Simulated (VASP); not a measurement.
# Hf3H (Pm-3m) in VASP: a series of runs

The runs below take Hf3H through single point, relaxation of cell and atoms, with PBE.

Everything below comes from runs of VASP 6.6.1. Logs are shortened: lines on timing, memory, paths and dates and some standing lists are left out, and cuts for length are marked.

## 1. The cell of the first run

The structure is cubic, space group Pm-3m (No. 221). The conventional cell has a = 3.985 Å, b = 3.985 Å, c = 3.985 Å, α = 90.00°, β = 90.00°, γ = 90.00°. Hf (site symmetry 4/mmm) has 8 Hf at 2.82 Å and 4 H at 2.82 Å within 3.7 Å. Within 3.7 Å of H (site symmetry m-3m) lie 12 Hf at 2.82 Å.

## 2. Single point, PBE

Contents of INCAR:

```
SYSTEM = Hf3H
PREC = Accurate
ENCUT = 520
EDIFF = 1E-6
ISMEAR = 0
SIGMA = 0.1
LREAL = .FALSE.
LASPH = .TRUE.
NELM = 60
ALGO = Normal
ISIF = 2
LWAVE = .FALSE.
LCHARG = .FALSE.
GGA = PE
NBANDS = 24
```

Contents of KPOINTS:

```
Automatic mesh
0
G
  4 4 4
  0 0 0
```

Contents of POSCAR:

```
Hf3H
1.0
    3.9852675140      0.0000000000      0.0000000000
    0.0000000000      3.9852675140      0.0000000000
    0.0000000000      0.0000000000      3.9852675140
Hf H
3 1
Direct
    0.0000000000      0.5000000000      0.5000000000
    0.5000000000      0.0000000000      0.5000000000
    0.5000000000      0.5000000000      0.0000000000
    0.0000000000      0.0000000000      0.0000000000
```

Potentials or basis: VASP PAW PBE potentials, release 64 (Hf_pv, H).

On the command line:

```bash
cat potpaw_PBE.64/Hf_pv/POTCAR potpaw_PBE.64/H/POTCAR > POTCAR
mpirun -np 1 vasp_std > vasp.out
```

OUTCAR:

```text
SYSTEM = Hf3H
   PREC = Accurate
   ENCUT = 520
   EDIFF = 1E-6
   ISMEAR = 0
   LREAL = .FALSE.
   LASPH = .TRUE.
   NELM = 60
   ISIF = 2
   GGA = PE

 ion  position               nearest neighbor table
   1  0.000  0.500  0.500-   2 2.82   3 2.82   3 2.82   2 2.82   2 2.82   3 2.82   3 2.82   2 2.82

   2  0.500  0.000  0.500-   1 2.82   3 2.82   3 2.82   1 2.82   3 2.82   3 2.82   1 2.82   1 2.82

   3  0.500  0.500  0.000-   1 2.82   2 2.82   1 2.82   2 2.82   2 2.82   2 2.82   1 2.82   1 2.82

   4  0.000  0.000  0.000-

  LATTYP: Found a simple cubic cell.
 ALAT       =     3.9852675140

  Lattice vectors:

 A1 = (   3.9852675140,   0.0000000000,   0.0000000000)
 A2 = (   0.0000000000,   3.9852675140,   0.0000000000)
 A3 = (   0.0000000000,   0.0000000000,   3.9852675140)

Analysis of symmetry for initial positions (statically):
=====================================================================
 Subroutine PRICEL returns:
 Original cell was already a primitive cell.

 Routine SETGRP: Setting up the symmetry group for a
 simple cubic supercell.

 Subroutine GETGRP returns: Found 48 space group operations
 (whereof 48 operations were pure point group operations)
 out of a pool of 48 trial point group operations.

The static configuration has the point symmetry O_h .

Analysis of symmetry for dynamics (positions and initial velocities):
=====================================================================
 Subroutine PRICEL returns:
 Original cell was already a primitive cell.

 Routine SETGRP: Setting up the symmetry group for a
 simple cubic supercell.

 Subroutine GETGRP returns: Found 48 space group operations
 (whereof 48 operations were pure point group operations)
 out of a pool of 48 trial point group operations.

The dynamic configuration has the point symmetry O_h .

 Subroutine INISYM returns: Found 48 space group operations
 (whereof 48 operations are pure point group operations),
 and found     1 'primitive' translations

----------------------------------------------------------------------------------------

                                     Primitive cell

  volume of cell :      63.2954

  direct lattice vectors                    reciprocal lattice vectors
     3.985267514  0.000000000  0.000000000     0.250924184  0.000000000  0.000000000
     0.000000000  3.985267514  0.000000000     0.000000000  0.250924184  0.000000000
     0.000000000  0.000000000  3.985267514     0.000000000  0.000000000  0.250924184

  length of vectors
     3.985267514  3.985267514  3.985267514     0.250924184  0.250924184  0.250924184

  position of ions in fractional coordinates (direct lattice)
     0.000000000  0.500000000  0.500000000
     0.500000000  0.000000000  0.500000000
     0.500000000  0.500000000  0.000000000
     0.000000000  0.000000000  0.000000000

  ion indices of the primitive-cell ions
   primitive index   ion index
                 1           1
                 2           2
                 3           3
                 4           4

----------------------------------------------------------------------------------------

 KPOINTS: Automatic mesh

Automatic generation of k-mesh.
 Grid dimensions read from file:
 generate k-points for:    4    4    4

 Generating k-lattice:

  Cartesian coordinates                     Fractional coordinates (reciprocal lattice)
     0.062731046  0.000000000  0.000000000     0.250000000  0.000000000  0.000000000
     0.000000000  0.062731046  0.000000000     0.000000000  0.250000000  0.000000000
     0.000000000  0.000000000  0.062731046     0.000000000  0.000000000  0.250000000

  Length of vectors
     0.062731046  0.062731046  0.062731046

  Shift w.r.t. Gamma in fractional coordinates (k-lattice)
     0.000000000  0.000000000  0.000000000

 Subroutine IBZKPT returns following result:
 ===========================================

 Found     10 irreducible k-points:

 Following reciprocal coordinates:
            Coordinates               Weight
  0.000000  0.000000  0.000000      1.000000
  0.250000  0.000000  0.000000      6.000000
  0.500000  0.000000  0.000000      3.000000
  0.250000  0.250000  0.000000     12.000000
  0.500000  0.250000  0.000000     12.000000
  0.500000  0.500000  0.000000      3.000000
  0.250000  0.250000  0.250000      8.000000
  0.500000  0.250000  0.250000     12.000000
  0.500000  0.500000  0.250000      6.000000
  0.500000  0.500000  0.500000      1.000000
   k-points           NKPTS =     10   k-points in BZ     NKDIM =     10   number of bands    NBANDS=     24
   number of dos      NEDOS =    301   number of ions     NIONS =      4
   total plane-waves  NPLWV =  27000
   dimension x,y,z NGX =    30 NGY =   30 NGZ =   30
   dimension x,y,z NGXF=    60 NGYF=   60 NGZF=   60
   ions per type =               3   1
   NGX,Y,Z   is equivalent  to a cutoff of  12.51, 12.51, 12.51 a.u.
   NGXF,Y,Z  is equivalent  to a cutoff of  25.03, 25.03, 25.03 a.u.
 SYSTEM =  Hf3H
   PREC   = accura    normal or accurate (medium, high low for compatibility)
   ISTART =      0    job   : 0-new  1-cont  2-samecut
   ICHARG =      2    charge: 1-file 2-atom 10-const
   ISPIN  =      1    spin polarized calculation?
   LNONCOLLINEAR =      F non collinear calculations
   LSORBIT =      F    spin-orbit coupling
   LASPH  =      T    aspherical Exc in radial PAW
   ENCUT  =  520.0 eV  38.22 Ry    6.18 a.u.   7.41  7.41  7.41*2*pi/ulx,y,z
   NELM   =     60;   NELMIN=  2; NELMDL= -5     # of ELM steps
   EDIFF  = 0.1E-05   stopping-criterion for ELM
   LREAL  =      F    real-space projection
   EDIFFG = 0.1E-04   stopping-criterion for IOM
   NSW    =      0    number of steps for IOM
   IBRION =     -1    ionic relax: 0-MD 1-quasi-New 2-CG
   NFREE  =      0    steps in history (QN), initial steepest desc. (CG)
   ISIF   =      2    stress and relaxation
   ISYM   =      2    0-nonsym 1-usesym 2-fastsym
   POTIM  = 0.5000    time-step for ionic-motion
   TEBEG  =    0.0;   TEEND  =   0.0 temperature during run
   PSTRESS=    0.0 pullay stress
   NELECT =      31.0000    total number of electrons
   NUPDOWN=      -1.0000    fix difference up-down
   EMIN   =  10.00;   EMAX   =-10.00  energy-range for DOS
   EFERMI =   0.00;   METHOD = LEGACY
   ISMEAR =     0;   SIGMA  =   0.10  broadening in eV -4-tet -1-fermi 0-gaus
   EFERMI_NEDOS =   21; number of points for ismear=-14 and -15
   IALGO  =     38    algorithm
   IMIX   =      4    mixing-type and parameters
     AMIX     =   0.40;   BMIX     =  1.00
     AMIX_MAG =   1.60;   BMIX_MAG =  1.00
  volume/ion in A,a.u.               =      15.82       106.78
  Fermi-wavevector in a.u.,A,eV,Ry     =   1.290440  2.438579 22.656913  1.665236
  Thomas-Fermi vector in A             =   2.422272
   LORBIT       =      0    0 simple, 1 ext, 2 COOP (PROOUT), +10 PAW based schemes
   GGA     = PE    functional components
   LHFCALC =     F    Hartree Fock is set to
   AEXX    =    0.0000 exact exchange contribution
   IVDW    =     0    specifies the selected vdW correction
   LEPSILON=     F    determine dielectric tensor
   LRPA    =     F    only Hartree local field effects (RPA)
 non-spin polarized calculation
 Gauss-broadening in eV      SIGMA  =   0.10
  energy-cutoff  :      520.00
  volume of cell :       63.30
 maximum number of plane-waves:      1743
 NGX is ok and might be reduce to    30
   NGX = 15   NGY = 15   NGZ = 15

 number of electron      30.9999990 magnetization

 Free energy of the ion-electron system (eV)
  ---------------------------------------------------
  ext. energy  EPLUGINS =         0.00000000
  ---------------------------------------------------
  free energy    TOTEN  =       -29.27566541 eV

  energy without entropy =      -29.24572141  energy(sigma->0) =      -29.26069341

 E-fermi :   5.3835     XC(G=0): -11.6470

 val. band max:        5.3805423186   @ k =   0.5000   0.2500   0.2500
 cond. band min:       5.4181191301   @ k =   0.5000   0.0000   0.0000
 fundamental gap:      0.0375768115
 Fermi energy:         5.3834563654

 k-point     1 :       0.0000    0.0000    0.0000
  band No.  band energies     occupation
      1     -25.4873      2.00000
      2     -25.4873      2.00000
      3     -25.4873      2.00000
      4     -24.5429      2.00000
      5     -24.5429      2.00000
      6     -24.5429      2.00000
[... 16 lines left out ...]
     23       9.8308      0.00000
     24      12.2914      0.00000

 k-point     2 :       0.2500    0.0000    0.0000
  band No.  band energies     occupation
      1     -25.3697      2.00000
      2     -25.3697      2.00000
      3     -25.3057      2.00000
      4     -24.5968      2.00000
      5     -24.5968      2.00000
      6     -24.5659      2.00000
[... 16 lines left out ...]
     23      10.5288      0.00000
     24      10.5288      0.00000

 k-point     3 :       0.5000    0.0000    0.0000
  band No.  band energies     occupation
      1     -25.2043      2.00000
      2     -25.2043      2.00000
      3     -24.8998      2.00000
      4     -24.7060      2.00000
      5     -24.7043      2.00000
      6     -24.7043      2.00000
[... 16 lines left out ...]
     23       9.3802      0.00000
     24       9.5500      0.00000
[... 136 lines left out ...]
 k-point     9 :       0.5000    0.5000    0.2500
  band No.  band energies     occupation
      1     -25.7679      2.00000
      2     -25.3939      2.00000
      3     -25.1963      2.00000
      4     -25.1963      2.00000
      5     -24.2351      2.00000
      6     -24.2334      2.00000
[... 16 lines left out ...]
     23       9.3411      0.00000
     24       9.5164      0.00000

 k-point    10 :       0.5000    0.5000    0.5000
  band No.  band energies     occupation
      1     -26.0055      2.00000
      2     -25.3897      2.00000
      3     -25.3897      2.00000
      4     -25.3897      2.00000
      5     -24.0283      2.00000
      6     -24.0283      2.00000
[... 16 lines left out ...]
     23       8.7805      0.00000
     24       8.7805      0.00000

------------------------ aborting loop because EDIFF is reached ----------------------------------------

  FORCE on cell =-STRESS in cart. coord.  units (eV):
  Direction    XX          YY          ZZ          XY          YZ          ZX
  --------------------------------------------------------------------------------------
  -------------------------------------------------------------------------------------
  Total        8.1164204      8.1164204      8.1164204      0.0000000      0.0000000      0.0000000
  in kB      205.4483597    205.4483597    205.4483597      0.0000000      0.0000000      0.0000000
  external PRESSURE =     205.4483597 kB  Pullay stress =       0.0000000 kB

 VOLUME and BASIS-vectors are now :
 -----------------------------------------------------------------------------
  energy-cutoff  :      520.00
  volume of cell :       63.30
      direct lattice vectors                 reciprocal lattice vectors
     3.985267514  0.000000000  0.000000000     0.250924184  0.000000000  0.000000000
     0.000000000  3.985267514  0.000000000     0.000000000  0.250924184  0.000000000
     0.000000000  0.000000000  3.985267514     0.000000000  0.000000000  0.250924184

 POSITION                                       TOTAL-FORCE (eV/Angst)
 -----------------------------------------------------------------------------------
      0.00000      1.99263      1.99263         0.000000      0.000000      0.000000
      1.99263      0.00000      1.99263         0.000000      0.000000      0.000000
      1.99263      1.99263      0.00000         0.000000      0.000000      0.000000
      0.00000      0.00000      0.00000         0.000000      0.000000      0.000000
 -----------------------------------------------------------------------------------
    total drift:                                0.000000      0.000000     -0.000000

  FREE ENERGIE OF THE ION-ELECTRON SYSTEM (eV)
  ---------------------------------------------------
  free  energy   TOTEN  =       -29.2756654113 eV

  energy  without entropy=      -29.2457214098  energy(sigma->0) =      -29.26069341
```

Wall time 8.4 s (1 thread of AMD EPYC 9R45 (Zen 5), shared host); peak memory 0.14 GiB.

Results:

* Free energy: -29.2757 eV
* Pressure: 20.5 GPa
* Band gap on the k mesh: zero (an odd number of electrons rules out a gap without spin polarisation)

Levels at points of the mesh, in eV from the Fermi level:
| k point | band 14 | band 15 | band 16 | band 17 | band 18 | band 19 |
| --- | --- | --- | --- | --- | --- | --- |
| (0.00, 0.00, 0.00) | -2.16 | -2.16 | -2.16 | 2.47 | 4.05 | 4.05 |
| (0.50, 0.00, 0.00) | -0.54 | -0.54 | 0.03 | 1.32 | 1.32 | 2.03 |
| (0.50, 0.50, 0.00) | -0.91 | -0.37 | -0.37 | -0.23 | 1.47 | 1.47 |
| (0.50, 0.50, 0.50) | 1.18 | 1.18 | 1.18 | 1.84 | 1.84 | 1.84 |

Caveat: the k points lie up to 0.39 Å⁻¹ apart, too coarse for converged energies and pressures of a metal; spin-orbit coupling is left out, which moves the levels of the heavy elements.

## 3. Single point, PBE

This run uses another cell than the first one, of 18.97 Å³/atom.

Contents of INCAR:

```
PREC     = Accurate       # precision mode
ENCUT    = 520            # plane-wave cutoff, eV
EDIFF    = 1E-6           # SCF threshold, eV
ISMEAR   = 0              # smearing method
SIGMA    = 0.1            # smearing width, eV
LREAL    = F              # projectors in reciprocal space
LASPH    = T              # aspherical terms in the spheres
NELM     = 100            # most SCF steps
ALGO     = Normal         # electronic algorithm
ISIF     = 2              # what is computed and relaxed
LWAVE    = F              # write WAVECAR
LCHARG   = F              # write CHGCAR
GGA      = PE             # functional
NBANDS   = 24             # bands
```

Contents of KPOINTS:

```
regular mesh
0
Gamma
  4 4 4
```

Contents of POSCAR:

```
Hf3H
1.0
    4.2336158156      0.0000000000      0.0000000000
    0.0000000000      4.2336158156      0.0000000000
    0.0000000000      0.0000000000      4.2336158156
Hf H
3 1
Direct
    0.0000000000      0.5000000000      0.5000000000
    0.5000000000      0.0000000000      0.5000000000
    0.5000000000      0.5000000000      0.0000000000
    0.0000000000      0.0000000000      0.0000000000
```

Potentials or basis: VASP PAW PBE potentials, release 64 (Hf_pv, H).

On the command line:

```bash
cat potpaw_PBE.64/Hf_pv/POTCAR potpaw_PBE.64/H/POTCAR > POTCAR
mpirun -np 1 vasp_std > vasp.out
```

It took 8.6 s on 1 thread of AMD EPYC 9R45 (Zen 5), shared host; peak memory 0.15 GiB.

It converged, with:

```yaml
Free_energy: -29.9788 eV
Pressure: -0.2 GPa
Band_gap_on_the_k_mesh: zero (an odd number of electrons rules out a gap without spin polarisation)
```

Levels at points of the mesh, in eV from the Fermi level:
```
           k point  band 12  band 13  band 14  band 15  band 16  band 17  band 18  band 19  band 20  band 21
(0.00, 0.00, 0.00)    -2.04    -2.04    -1.55    -1.55    -1.55     1.88     3.48     3.48     3.48     3.51
(0.50, 0.00, 0.00)    -2.13    -1.03    -0.36    -0.36     0.06     1.01     1.01     1.39     1.76     2.21
(0.50, 0.50, 0.00)    -2.71    -1.84    -0.45    -0.26    -0.10    -0.10     1.23     1.23     2.25     2.78
(0.50, 0.50, 0.50)    -2.97    -2.97     1.14     1.14     1.14     1.26     1.26     1.26     1.47     2.63
```

Caveat: the k points lie up to 0.37 Å⁻¹ apart, too coarse for converged energies and pressures of a metal; spin-orbit coupling is left out, which moves the levels of the heavy elements.

## 4. Relaxation of cell and atoms, PBE

Contents of INCAR:

```
ALGO = Normal
EDIFF = 1E-6
EDIFFG = -0.04
ENCUT = 600
GGA = PE
IBRION = 2
ISIF = 3
ISMEAR = 0
LASPH = T
LCHARG = F
LREAL = F
LWAVE = F
NELM = 60
NSW = 90
PREC = Accurate
SIGMA = 0.1
```

Contents of KPOINTS:

```
k-points
0
Gamma
  4 4 4
```

Contents of POSCAR:

```
Hf3H
1.0
    3.9852675140      0.0000000000      0.0000000000
    0.0000000000      3.9852675140      0.0000000000
    0.0000000000      0.0000000000      3.9852675140
Hf H
3 1
Direct
    0.0000000000      0.5000000000      0.5000000000
    0.5000000000      0.0000000000      0.5000000000
    0.5000000000      0.5000000000      0.0000000000
    0.0000000000      0.0000000000      0.0000000000
```

On the command line:

```bash
cat potpaw_PBE.64/Hf_pv/POTCAR potpaw_PBE.64/H/POTCAR > POTCAR
mpirun -np 1 vasp_std > vasp.out
```

Wall time 20 s (1 thread of AMD EPYC 9R45 (Zen 5), shared host); peak memory 0.16 GiB.

The run converged. Its results:

```yaml
Free_energy: -29.9771 eV
Relaxed_volume: 18.92 Å³/atom
Relaxed_cell: a = 4.230 Å, b = 4.230 Å, c = 4.230 Å, α = 90.00°, β = 90.00°, γ = 90.00°
Space_group_after_relaxing_to_0.1_Å: Pm-3m (No. 221)
Energy_gained_by_relaxing: 175.1 meV/atom
Ionic_steps: 3
Pressure_after_relaxing: 0.0 GPa
Band_gap_on_the_k_mesh: zero (an odd number of electrons rules out a gap without spin polarisation)
```

The path:
```tsv
step	energy change (eV)	largest force (eV/Å)	pressure (GPa)	volume (Å³)
1	0.0000	0.0000	20.56	63.30
2	-0.4984	0.0000	-7.39	83.78
3	-0.7006	0.0000	-0.02	75.69
```

Final structure:
```
Hf H
1.0
     4.23001    0.00000    0.00000
     0.00000    4.23001    0.00000
     0.00000    0.00000    4.23001
Hf H
3 1
Cartesian
  0.0000 2.1150 2.1150
  2.1150 0.0000 2.1150
  2.1150 2.1150 0.0000
  0.0000 0.0000 0.0000
```

Levels at points of the mesh, in eV from the Fermi level:
| k point | band 14 | band 15 | band 16 | band 17 | band 18 | band 19 |
| --- | --- | --- | --- | --- | --- | --- |
| (0.00, 0.00, 0.00) | -1.56 | -1.56 | -1.56 | 1.88 | 3.49 | 3.49 |
| (0.50, 0.00, 0.00) | -0.36 | -0.36 | 0.06 | 1.01 | 1.01 | 1.40 |
| (0.50, 0.50, 0.00) | -0.46 | -0.26 | -0.10 | -0.10 | 1.23 | 1.23 |
| (0.50, 0.50, 0.50) | 1.14 | 1.14 | 1.14 | 1.27 | 1.27 | 1.27 |

Caveat: the k points lie up to 0.37 Å⁻¹ apart in the final cell, too coarse for converged energies and pressures of a metal; the volume moved by over 15 % at a fixed basis, so the end points are rough; spin-orbit coupling is left out, which moves the levels of the heavy elements.

(Continued in part 2 of 3.)

The gap in the log of VASP goes by the Fermi energy; the results here count the filled bands.